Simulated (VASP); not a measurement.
Set up this calculation in VASP 6.6.1, as the native input.

```yaml
Task: single point
Functional: BLYP
Potentials_or_basis: VASP PAW PBE potentials, release 64 (Hg_sv_GW, Pt_sv_GW)
Cutoff: 570 eV
k_mesh: 6 × 6 × 6
Occupations: methfessel-paxton, width 0.15 eV
Spin: no spin polarisation
Dipole_correction: no
Further_INCAR_settings: ALGO = Normal; EDIFF = 1e-06; NBANDS = 47
```

The structure of Hg3Pt lies in POSCAR:

```
Hg3Pt
1.0
    4.3442210000      0.0000000000      0.0000000000
    0.0000000000      4.3442210000      0.0000000000
    0.0000000000      0.0000000000      4.3442210000
Hg Pt
3 1
Direct
    0.0000000000      0.5000000000      0.5000000000
    0.5000000000      0.0000000000      0.5000000000
    0.5000000000      0.5000000000      0.0000000000
    0.0000000000      0.0000000000      0.0000000000
```

One way to write it, as run:

INCAR

```
PREC = Accurate ; ENCUT = 570
EDIFF = 1E-6 ; ISMEAR = 1
SIGMA = 0.15 ; LREAL = F
LASPH = T ; NELM = 120
ALGO = Normal ; ISIF = 2
LWAVE = F ; LCHARG = T
GGA = B5 ; ALDAX = 1.0
AGGAX = 1.0 ; AGGAC = 1.0
ALDAC = 0.0 ; LELF = T
LVHAR = T ; NBANDS = 47
GGA_COMPAT = F
```

KPOINTS

```
regular mesh
0
Gamma
  6 6 6
```

Potentials or basis: VASP PAW PBE potentials, release 64 (Hg_sv_GW, Pt_sv_GW).

Launch:

```sh
$ cat potpaw_PBE.64/Hg_sv_GW/POTCAR potpaw_PBE.64/Pt_sv_GW/POTCAR > POTCAR
$ mpirun -np 1 vasp_std > vasp.out
```

Results of the run:

| Property | Result |
| --- | --- |
| Pressure | 7.0 GPa |
| Band gap on the k mesh | zero (bands 39 and 40 overlap by 2.38 eV) |

Caveat: the cell stands under pressure; the PAW data sets were made with another functional, which shifts forces and pressure a little; spin-orbit coupling is left out, which moves the levels of the heavy elements.

Run time: 81 s on 1 thread of Intel(R) Xeon(R) 6975P-C (Granite Rapids) (shared host), peak memory 0.25 GiB.
